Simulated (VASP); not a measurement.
Input of a VASP 6.6.1 run:

The input INCAR:

```
ALGO     = Normal         # electronic algorithm
DIPOL    = 0.5 0.5 0.291
EDIFF    = 1E-6           # SCF threshold, eV
ENCUT    = 520            # plane-wave cutoff, eV
GGA      = PE             # functional
IDIPOL   = 3            
ISIF     = 2              # what is computed and relaxed
ISMEAR   = 0              # smearing method
LASPH    = T              # aspherical terms in the spheres
LCHARG   = F              # write CHGCAR
LDIPOL   = T            
LREAL    = F              # projectors in reciprocal space
LWAVE    = F              # write WAVECAR
NBANDS   = 74             # bands
NELM     = 80             # most SCF steps
PREC     = Accurate       # precision mode
SIGMA    = 0.1            # smearing width, eV
```

File KPOINTS:

```
k-points
0
Gamma
  5 5 1
```

File POSCAR:

```
HPt6
1.0
    5.6143281343      0.0000000000      0.0000000000
    0.0000000000      5.6143281343      0.0000000000
    0.0000000000      0.0000000000     21.8513792319
Pt H
12 2
Direct
    0.2500000000      0.2500000000      0.1830548066
    0.2500000000      0.7500000000      0.1830548066
    0.7500000000      0.2500000000      0.1830548066
    0.7500000000      0.7500000000      0.1830548066
    0.0000000000      0.0000000000      0.2712126041
    0.0000000000      0.5000000000      0.2712126041
    0.5000000000      0.0000000000      0.2712126041
    0.5000000000      0.5000000000      0.2712126041
    0.2500000000      0.2500000000      0.3593081768
    0.2500000000      0.7500000000      0.3593081768
    0.7500000000      0.2500000000      0.3593081768
    0.7500000000      0.7500000000      0.3593081768
   -0.0578876033      0.0000000000      0.4091906116
    0.0578876033      0.0000000000      0.4091906116
```

Potentials or basis: VASP PAW PBE potentials, release 64 (Pt, H).

Run with:

```sh
$ cat potpaw_PBE.64/Pt/POTCAR potpaw_PBE.64/H/POTCAR > POTCAR
$ mpirun -np 1 vasp_std > vasp.out
```

Task: Predict the band gap on the k mesh.

Result: Zero (bands 61 and 62 overlap by 0.17 eV).

Task: What does it give for the largest force?

Result: 8.339 eV/Å.

Forces in eV/Å, atoms in the order of the input:
```
Pt   0.034  0.046 -0.027
Pt   0.034 -0.046 -0.027
Pt  -0.034  0.046 -0.027
Pt  -0.034 -0.046 -0.027
Pt   0.000  0.000 -0.430
Pt   0.000  0.000 -0.287
Pt   0.000  0.000 -0.292
Pt   0.000  0.000  0.196
Pt   0.333  0.350  0.047
Pt   0.333 -0.350  0.047
Pt  -0.333  0.350  0.047
Pt  -0.333 -0.350  0.047
H   -8.331  0.000  0.366
H    8.331  0.000  0.366
```

Caveat: spin-orbit coupling is left out, which moves the levels of the heavy elements.
